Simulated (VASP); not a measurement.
Set up this calculation in VASP 6.6.1, as the native input.

```
Task                   : single point
Functional             : PBE
Potentials or basis    : VASP PAW PBE potentials, release 64 (Zn, O, Hg)
Cutoff                 : 520 eV
k mesh                 : 6 × 6 × 4
Occupations            : fermi-dirac, width 0.02 eV
Spin                   : collinear spin, zero start
Starting moments       : [0.0, 0.0, 0.0, 0.0] μB
Dipole correction      : no
Further INCAR settings : ALGO = Normal; EDIFF = 1e-07; NBANDS = 30
```

The structure of ZnHgO2 lies in POSCAR:

```
ZnHgO2
1.0
    3.3263897665      0.0000000000      0.0000000000
    0.0000000000      3.3263897665      0.0000000000
    0.0000000000      0.0000000000      5.1930705942
Zn O Hg
1 2 1
Direct
    0.0000000000      0.0000000000      0.0000000000
    0.0000000000      0.5000000000      0.2034319220
    0.5000000000      0.0000000000      0.7965680780
    0.5000000000      0.5000000000      0.5000000000
```

These files were run (other wordings do the same):

INCAR

```
SYSTEM = ZnHgO2
PREC     = Accurate       ! precision mode
ENCUT    = 520            ! plane-wave cutoff, eV
EDIFF    = 1E-7           ! SCF threshold, eV
ISMEAR   = -1             ! smearing method
SIGMA    = 0.02           ! smearing width, eV
LREAL    = .FALSE.        ! projectors in reciprocal space
LASPH    = .TRUE.         ! aspherical terms in the spheres
NELM     = 150            ! most SCF steps
ALGO     = Normal         ! electronic algorithm
ISIF     = 2              ! what is computed and relaxed
LWAVE    = .FALSE.        ! write WAVECAR
LCHARG   = .FALSE.        ! write CHGCAR
ISPIN    = 2              ! spin polarisation
MAGMOM   = 0 0 0 0        ! initial moments
LORBIT   = 11             ! projections on sites
GGA      = PE             ! functional
NBANDS   = 30             ! bands
```

KPOINTS

```
Automatic mesh
0
G
  6 6 4
  0 0 0
```

Potentials or basis: VASP PAW PBE potentials, release 64 (Zn, O, Hg).

The run is started by

```console
$ cat potpaw_PBE.64/Zn/POTCAR potpaw_PBE.64/O/POTCAR potpaw_PBE.64/Hg/POTCAR > POTCAR
$ mpirun -np 1 vasp_std > vasp.out
```

It gave:

- Pressure: 6.0 GPa
- Largest force: 0.012 eV/Å
- Band gap on the k mesh: zero (filled and empty bands touch)
- Net moment: 0.00 μB per cell
- Valence electrons inside the program's atomic spheres: Zn 10.84; O 4.94; Hg 10.42

Caveat: spin-orbit coupling is left out, which moves the levels of the heavy elements.

Run time: 83 s on 1 thread of Intel Xeon 6975P-C, with other jobs on the host, peak memory 0.25 GiB.
